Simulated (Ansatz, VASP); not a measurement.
# TiC in VASP and in Ansatz

```
Ti C
1.0
     0.00000    2.16400    2.22892
     2.16400    0.00000    2.22892
     2.16400    2.16400    0.00000
Ti C
1 1
Direct
  0.00000 0.00000 0.00000
  0.50000 0.50000 0.50000
```

Change from the starting cell: strain +0.000 along x and y, +0.030 along z, atoms carried along.

Alike in both runs: task single point; functional PBE; k mesh 18 × 18 × 18; occupations gaussian, width 0.15 eV; no spin polarisation.

|  | VASP | Ansatz |
| --- | --- | --- |
| version | VASP 6.6.1 | Ansatz 0.2.0 |
| potentials or method | VASP PAW PBE potentials, release 64 (Ti_sv, C), cutoff 520 eV | scalar-relativistic, plane waves, PAW |
| valence electrons in the cell | 16 | 16 |

Ansatz gave:

| Item | Value |
| --- | --- |
| gap on the k mesh at the Fermi level (eV) | none |
| pressure (GPa) | -5.8 |
| traceless stress, the component that is largest in VASP (GPa) | -6.42 |

Task: Which values does VASP return?

Result: gap on the k mesh at the Fermi level (eV): none; pressure (GPa): -5.7; traceless stress, the component that is largest in VASP (GPa): -6.49.

A gap of «none» marks a metal or a gap that the smearing closes. The functional is the same, so the differences come from potentials, cutoffs and numerics.
